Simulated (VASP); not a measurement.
# Cd (P6_3/mmc) in VASP: notebook

Runs on Cd. Level: PBE. Tasks: single point.

Everything below comes from runs of VASP 6.6.1. Logs are shortened: lines on timing, memory, paths and dates and some standing lists are left out, and cuts for length are marked.

## Step 1: The cell of the first run

Symmetry: P6_3/mmc, No. 194, hexagonal system. The conventional cell has a = 2.394 Å, b = 2.394 Å, c = 3.851 Å, α = 90.00°, β = 90.00°, γ = 120.00°. Cd (site symmetry -6m2) has 12 Cd at 2.37 to 2.39 Å within 3.1 Å.

## Step 2: Single point, PBE

File INCAR:

```
SYSTEM = Cd
PREC = Accurate
ENCUT = 520
EDIFF = 1E-6
ISMEAR = -1
SIGMA = 0.1
LREAL = .False.
LASPH = .True.
NELM = 80
ALGO = Normal
ISIF = 2
LWAVE = .False.
LCHARG = .False.
GGA = PE
NBANDS = 19
```

File KPOINTS:

```
Automatic mesh
0
Gamma
  18 18 10
  0 0 0
```

File POSCAR:

```
Cd
1.0
    2.3942522634      0.0000000000      0.0000000000
   -1.1971261317      2.0734832832      0.0000000000
    0.0000000000      0.0000000000      3.8510957440
Cd
2
Direct
    0.3333333333      0.6666666667      0.2500000000
    0.6666666667      0.3333333333      0.7500000000
```

Potentials or basis: VASP PAW PBE potentials, release 64 (Cd).

Command:

```console
cat potpaw_PBE.64/Cd/POTCAR > POTCAR
mpirun -np 1 vasp_std > vasp.out
```

OUTCAR:

```text
SYSTEM = Cd
   PREC = Accurate
   ENCUT = 520
   EDIFF = 1E-6
   ISMEAR = -1
   LREAL = .False.
   LASPH = .True.
   NELM = 80
   ISIF = 2
   GGA = PE

 ion  position               nearest neighbor table
   1  0.333  0.667  0.250-   2 2.37   2 2.37   2 2.37   2 2.37   2 2.37   2 2.37   2 3.37   2 3.37
                             2 3.37   2 3.37   2 3.37   2 3.37
   2  0.667  0.333  0.750-   1 2.37   1 2.37   1 2.37   1 2.37   1 2.37   1 2.37   1 3.37   1 3.37
                             1 3.37   1 3.37   1 3.37   1 3.37

  LATTYP: Found a hexagonal cell.
 ALAT       =     2.3942522634
 C/A-ratio  =     1.6084753486

  Lattice vectors:

 A1 = (   2.3942522634,   0.0000000000,   0.0000000000)
 A2 = (  -1.1971261317,   2.0734832832,   0.0000000000)
 A3 = (   0.0000000000,   0.0000000000,   3.8510957440)

Analysis of symmetry for initial positions (statically):
=====================================================================
 Subroutine PRICEL returns:
 Original cell was already a primitive cell.

 Routine SETGRP: Setting up the symmetry group for a
 hexagonal supercell.

 Subroutine GETGRP returns: Found 24 space group operations
 (whereof 12 operations were pure point group operations)
 out of a pool of 24 trial point group operations.

The static configuration has the point symmetry D_3d.
 The point group associated with its full space group is D_6h.

Analysis of symmetry for dynamics (positions and initial velocities):
=====================================================================
 Subroutine PRICEL returns:
 Original cell was already a primitive cell.

 Routine SETGRP: Setting up the symmetry group for a
 hexagonal supercell.

 Subroutine GETGRP returns: Found 24 space group operations
 (whereof 12 operations were pure point group operations)
 out of a pool of 24 trial point group operations.

The dynamic configuration has the point symmetry D_3d.
 The point group associated with its full space group is D_6h.

 Subroutine INISYM returns: Found 24 space group operations
 (whereof 12 operations are pure point group operations),
 and found     1 'primitive' translations

----------------------------------------------------------------------------------------

                                     Primitive cell

  volume of cell :      19.1185

  direct lattice vectors                    reciprocal lattice vectors
     2.394252263  0.000000000  0.000000000     0.417666933  0.241140116  0.000000000
    -1.197126132  2.073483283  0.000000000     0.000000000  0.482280233  0.000000000
     0.000000000  0.000000000  3.851095744     0.000000000  0.000000000  0.259666356

  length of vectors
     2.394252263  2.394252263  3.851095744     0.482280233  0.482280233  0.259666356

  position of ions in fractional coordinates (direct lattice)
     0.333333333  0.666666667  0.250000000
     0.666666667  0.333333333  0.750000000

  ion indices of the primitive-cell ions
   primitive index   ion index
                 1           1
                 2           2

----------------------------------------------------------------------------------------

 KPOINTS: Automatic mesh

Automatic generation of k-mesh.
 Grid dimensions read from file:
 generate k-points for:   18   18   10

 Generating k-lattice:

  Cartesian coordinates                     Fractional coordinates (reciprocal lattice)
     0.023203719  0.013396673  0.000000000     0.055555556  0.000000000  0.000000000
     0.000000000  0.026793346  0.000000000     0.000000000  0.055555556  0.000000000
     0.000000000  0.000000000  0.025966636     0.000000000  0.000000000  0.100000000

  Length of vectors
     0.026793346  0.026793346  0.025966636

  Shift w.r.t. Gamma in fractional coordinates (k-lattice)
     0.000000000  0.000000000  0.000000000

 Subroutine IBZKPT returns following result:
 ===========================================

 Found    222 irreducible k-points:

 Following reciprocal coordinates:
            Coordinates               Weight
  0.000000  0.000000  0.000000      1.000000
  0.055556 -0.000000  0.000000      6.000000
  0.111111 -0.000000  0.000000      6.000000
  0.166667  0.000000  0.000000      6.000000
  0.222222  0.000000  0.000000      6.000000
  0.277778  0.000000  0.000000      6.000000
[... 16 lines left out ...]
  0.333333  0.111111  0.000000     12.000000
  0.388889  0.111111  0.000000     12.000000
 [... further k-points ...]
   k-points           NKPTS =    222   k-points in BZ     NKDIM =    222   number of bands    NBANDS=     19
   number of dos      NEDOS =    301   number of ions     NIONS =      2
   total plane-waves  NPLWV =   9720
   dimension x,y,z NGX =    18 NGY =   18 NGZ =   30
   dimension x,y,z NGXF=    36 NGYF=   36 NGZF=   60
   ions per type =               2
   NGX,Y,Z   is equivalent  to a cutoff of  12.50, 12.50, 12.95 a.u.
   NGXF,Y,Z  is equivalent  to a cutoff of  25.00, 25.00, 25.90 a.u.
 SYSTEM =  Cd
   PREC   = accura    normal or accurate (medium, high low for compatibility)
   ISTART =      0    job   : 0-new  1-cont  2-samecut
   ICHARG =      2    charge: 1-file 2-atom 10-const
   ISPIN  =      1    spin polarized calculation?
   LNONCOLLINEAR =      F non collinear calculations
   LSORBIT =      F    spin-orbit coupling
   LASPH  =      T    aspherical Exc in radial PAW
   ENCUT  =  520.0 eV  38.22 Ry    6.18 a.u.   4.45  4.45  7.16*2*pi/ulx,y,z
   NELM   =     80;   NELMIN=  2; NELMDL= -5     # of ELM steps
   EDIFF  = 0.1E-05   stopping-criterion for ELM
   LREAL  =      F    real-space projection
   EDIFFG = 0.1E-04   stopping-criterion for IOM
   NSW    =      0    number of steps for IOM
   IBRION =     -1    ionic relax: 0-MD 1-quasi-New 2-CG
   NFREE  =      0    steps in history (QN), initial steepest desc. (CG)
   ISIF   =      2    stress and relaxation
   ISYM   =      2    0-nonsym 1-usesym 2-fastsym
   POTIM  = 0.5000    time-step for ionic-motion
   TEBEG  =    0.0;   TEEND  =   0.0 temperature during run
   PSTRESS=    0.0 pullay stress
   NELECT =      24.0000    total number of electrons
   NUPDOWN=      -1.0000    fix difference up-down
   EMIN   =  10.00;   EMAX   =-10.00  energy-range for DOS
   EFERMI =   0.00;   METHOD = LEGACY
   ISMEAR =    -1;   SIGMA  =   0.10  broadening in eV -4-tet -1-fermi 0-gaus
   EFERMI_NEDOS =   21; number of points for ismear=-14 and -15
   IALGO  =     38    algorithm
   IMIX   =      4    mixing-type and parameters
     AMIX     =   0.40;   BMIX     =  1.00
     AMIX_MAG =   1.60;   BMIX_MAG =  1.00
  volume/ion in A,a.u.               =       9.56        64.51
  Fermi-wavevector in a.u.,A,eV,Ry     =   1.766012  3.337279 42.433830  3.118798
  Thomas-Fermi vector in A             =   2.833679
   LORBIT       =      0    0 simple, 1 ext, 2 COOP (PROOUT), +10 PAW based schemes
   GGA     = PE    functional components
[... 5 lines left out ...]
 non-spin polarized calculation
  energy-cutoff  :      520.00
  volume of cell :       19.12
 maximum number of plane-waves:       543
 NGX is ok and might be reduce to    18
   NGX =  9   NGY =  9   NGZ = 15

 number of electron      23.9999990 magnetization

 Free energy of the ion-electron system (eV)
  ---------------------------------------------------
  ext. energy  EPLUGINS =         0.00000000
  ---------------------------------------------------
  free energy    TOTEN  =        12.94062429 eV

  energy without entropy =       12.94630247  energy(sigma->0) =       12.94346338

 E-fermi :  14.8448     XC(G=0): -16.1096

 val. band max:       14.7549319989   @ k =   0.3333   0.3333   0.4000
 cond. band min:      14.8492053551   @ k =   0.3333   0.0556   0.0000
 fundamental gap:      0.0942733563
 Fermi energy:        14.8447910616

 k-point     1 :       0.0000    0.0000    0.0000
  band No.  band energies     occupation
      1      -5.0548      2.00000
      2      -4.4440      2.00000
      3      -1.3180      2.00000
      4      -1.2705      2.00000
      5      -1.2705      2.00000
      6      -0.6896      2.00000
[... 11 lines left out ...]
     18      34.9435      0.00000
     19      37.2590      0.00000

 k-point     2 :       0.0556   -0.0000    0.0000
  band No.  band energies     occupation
      1      -4.9185      2.00000
      2      -4.3548      2.00000
      3      -1.5467      2.00000
      4      -1.1727      2.00000
      5      -1.0526      2.00000
      6      -0.7260      2.00000
[... 11 lines left out ...]
     18      33.9213      0.00000
     19      35.6090      0.00000

 k-point     3 :       0.1111   -0.0000    0.0000
  band No.  band energies     occupation
      1      -4.5330      2.00000
      2      -4.1155      2.00000
      3      -1.8193      2.00000
      4      -0.8937      2.00000
      5      -0.8861      2.00000
      6      -0.6918      2.00000
[... 11 lines left out ...]
     18      33.2828      0.00000
     19      33.5852      0.00000

 k-point     4 :       0.1667    0.0000    0.0000
  band No.  band energies     occupation
      1      -4.0129      2.00000
      2      -3.8038      2.00000
      3      -2.0346      2.00000
      4      -1.0575      2.00000
      5      -0.9820      2.00000
      6      -0.5373      2.00000
[... 11 lines left out ...]
     18      31.7952      0.00000
     19      34.2338      0.00000

 k-point     5 :       0.2222    0.0000    0.0000
  band No.  band energies     occupation
      1      -3.7991      2.00000
      2      -3.4026      2.00000
      3      -1.9539      2.00000
      4      -1.7991      2.00000
      5      -0.9931      2.00000
      6      -0.8026      2.00000
[... 11 lines left out ...]
     18      31.7594      0.00000
     19      34.7385      0.00000
[... 334 lines left out ...]
      2      -2.9953      2.00000
      3      -2.6261      2.00000
      4      -1.8796      2.00000
      5      -1.3295      2.00000
      6      -0.8274      2.00000
[... 11 lines left out ...]
     18      30.7365      0.00000
     19      33.9623      0.00000

 k-point    22 :       0.2778    0.1111    0.0000
  band No.  band energies     occupation
      1      -3.8518      2.00000
      2      -3.1915      2.00000
      3      -3.0382      2.00000
      4      -1.4831      2.00000
      5      -1.2051      2.00000
      6      -0.5658      2.00000
[... 11 lines left out ...]
     18      29.7413      0.00000
     19      33.4240      0.00000

 k-point    23 :       0.3333    0.1111    0.0000
  band No.  band energies     occupation
      1      -4.1065      2.00000
      2      -3.6156      2.00000
      3      -3.1408      2.00000
      4      -1.5801      2.00000
      5      -0.6132      2.00000
      6      -0.5080      2.00000
[... 11 lines left out ...]
     18      28.8770      0.00000
     19      32.6458      0.00000

 k-point    24 :       0.3889    0.1111    0.0000
  band No.  band energies     occupation
      1      -4.2758      2.00000
      2      -3.8773      2.00000
      3      -3.2287      2.00000
      4      -1.6282      2.00000
      5      -0.6612      2.00000
      6      -0.2441      2.00000
[... 11 lines left out ...]
     18      28.3156      0.00000
     19      32.0548      0.00000

 [... further k-points ...]

------------------------ aborting loop because EDIFF is reached ----------------------------------------

  FORCE on cell =-STRESS in cart. coord.  units (eV):
  Direction    XX          YY          ZZ          XY          YZ          ZX
  --------------------------------------------------------------------------------------
  -------------------------------------------------------------------------------------
  Total       52.5439330     52.5439330     52.7108660      0.0000000      0.0000000      0.0000000
  in kB     4403.3012552   4403.3012553   4417.2906153      0.0000000      0.0000000      0.0000000
  external PRESSURE =    4407.9643752 kB  Pullay stress =       0.0000000 kB

 VOLUME and BASIS-vectors are now :
 -----------------------------------------------------------------------------
  energy-cutoff  :      520.00
  volume of cell :       19.12
      direct lattice vectors                 reciprocal lattice vectors
     2.394252263  0.000000000  0.000000000     0.417666933  0.241140116  0.000000000
    -1.197126132  2.073483283  0.000000000     0.000000000  0.482280233  0.000000000
     0.000000000  0.000000000  3.851095744     0.000000000  0.000000000  0.259666356

 POSITION                                       TOTAL-FORCE (eV/Angst)
 -----------------------------------------------------------------------------------
     -0.00000      1.38232      0.96277        -0.000000      0.000000      0.000000
      1.19713      0.69116      2.88832         0.000000      0.000000      0.000000
 -----------------------------------------------------------------------------------
    total drift:                               -0.000000      0.000000     -0.000000

  FREE ENERGIE OF THE ION-ELECTRON SYSTEM (eV)
  ---------------------------------------------------
  free  energy   TOTEN  =        12.9406242910 eV

  energy  without entropy=       12.9463024738  energy(sigma->0) =       12.94346338
```

Run time: 28 s. Hardware: 1 thread of AMD EPYC 9R45 (Zen 5), shared host; peak memory 0.15 GiB.

Results:

| Item | Value |
| --- | --- |
| Free energy | 12.9406 eV |
| Pressure | 440.8 GPa |
| Band gap on the k mesh | zero (bands 12 and 13 overlap by 3.43 eV) |

Caveat: the cell stands under pressure.

## Step 3: Single point, PBE

File INCAR:

```
PREC     = Accurate       # precision mode
ENCUT    = 520            # plane-wave cutoff, eV
EDIFF    = 1E-6           # SCF threshold, eV
ISMEAR   = -1             # smearing method
SIGMA    = 0.1            # smearing width, eV
LREAL    = False          # projectors in reciprocal space
LASPH    = True           # aspherical terms in the spheres
NELM     = 80             # most SCF steps
ALGO     = Normal         # electronic algorithm
ISIF     = 2              # what is computed and relaxed
LWAVE    = False          # write WAVECAR
LCHARG   = False          # write CHGCAR
GGA      = PE             # functional
NBANDS   = 19             # bands
```

File KPOINTS:

```
Automatic mesh
0
Gamma
  18 18 10
```

POSCAR is that of step 2.

Potentials or basis: VASP PAW PBE potentials, release 64 (Cd).

Command:

```console
cat potpaw_PBE.64/Cd/POTCAR > POTCAR
mpirun -np 1 vasp_std > vasp.out
```

It took 28 s on 1 thread of AMD EPYC 9R45 (Zen 5), shared host; peak memory 0.15 GiB.

It converged, with:

| Property | Result |
| --- | --- |
| Free energy | 12.9406 eV |
| Pressure | 440.8 GPa |
| Band gap on the k mesh | zero (bands 12 and 13 overlap by 3.43 eV) |

Stress tensor (GPa, compression positive):
```
440.33   0.00   0.00
  0.00 440.33   0.00
  0.00   0.00 441.73
```

Levels at points of the mesh, in eV from the Fermi level:
```csv
k point,band 9,band 10,band 11,band 12,band 13,band 14,band 15,band 16
"(0.00, 0.00, 0.00)",-14.91,-12.53,-12.53,-8.83,0.18,12.45,16.22,16.47
"(0.50, 0.00, 0.00)",-12.01,-11.94,-7.43,-4.40,3.51,3.58,7.68,7.70
"(0.00, 0.00, 0.50)",-13.21,-13.21,-13.21,-13.21,9.60,9.60,13.69,13.69
"(0.50, 0.00, 0.50)",-12.08,-12.08,-6.92,-6.92,1.14,1.14,12.39,12.39
```

Caveat: the cell stands under pressure.

The gap in the log of VASP goes by the Fermi energy; the results here count the filled bands.